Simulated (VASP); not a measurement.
Write the native input for VASP 6.6.1 that does the following.

```yaml
Task: single point
Functional: r2SCAN
Potentials_or_basis: VASP PAW PBE potentials, release 64 (Sb)
Cutoff: 520 eV
k_mesh: 4 × 4 × 4
Occupations: gaussian, width 0.1 eV
Spin: no spin polarisation
Dipole_correction: no
Further_INCAR_settings: ALGO = Normal; EDIFF = 1e-06; NBANDS = 12
```

Crystal: Sb.

```xyz
2
Lattice="0.0000 3.4336 3.4336 3.4336 0.0000 3.4336 3.4336 3.4336 0.0000" Properties=species:S:1:pos:R:3 pbc="T T T"
Sb    3.4336    3.4336    3.4336
Sb    5.1504    5.1504    5.1504
```

One way to write it, as run:

POSCAR

```
Sb
1.0
    0.0000000000      3.4336034751      3.4336034751
    3.4336034751      0.0000000000      3.4336034751
    3.4336034751      3.4336034751      0.0000000000
Sb
2
Direct
    0.5000000000      0.5000000000      0.5000000000
    0.7500000000      0.7500000000      0.7500000000
```

INCAR.step1

```
PREC = Accurate
ENCUT = 520
ISMEAR = 0
SIGMA = 0.1
LREAL = False
LASPH = True
NELM = 80
NBANDS = 12
GGA = PE
ALGO = Normal
EDIFF = 1E-4
LWAVE = True
LCHARG = False
```

INCAR.step2

```
PREC = Accurate
ENCUT = 520
EDIFF = 1E-6
ISMEAR = 0
SIGMA = 0.1
LREAL = False
LASPH = True
NELM = 80
ALGO = Normal
ISIF = 2
LWAVE = False
LCHARG = False
METAGGA = R2SCAN
LMIXTAU = True
NBANDS = 12
ISTART = 1
```

KPOINTS

```
Automatic mesh
0
Gamma
  4 4 4
```

Potentials or basis: VASP PAW PBE potentials, release 64 (Sb).

Command:

```bash
$ cat potpaw_PBE.64/Sb/POTCAR > POTCAR
$ cp INCAR.step1 INCAR
$ mpirun -np 1 vasp_std > vasp.out
$ cp INCAR.step2 INCAR
$ mpirun -np 1 vasp_std > vasp.out
```

It gave:

```
Pressure               : 0.4 GPa
Band gap on the k mesh : zero (band 5 reaches 5.20 eV, above the bottom of band 6 at 3.77 eV)
```

Caveat: the k points lie up to 0.40 Å⁻¹ apart; the PAW data sets were made with another functional, which shifts forces and pressure a little; spin-orbit coupling is left out, which moves the levels of the heavy elements.

Run time: 20 s on 1 thread of Intel(R) Xeon(R) 6975P-C (Granite Rapids), on a shared host, peak memory 0.21 GiB.
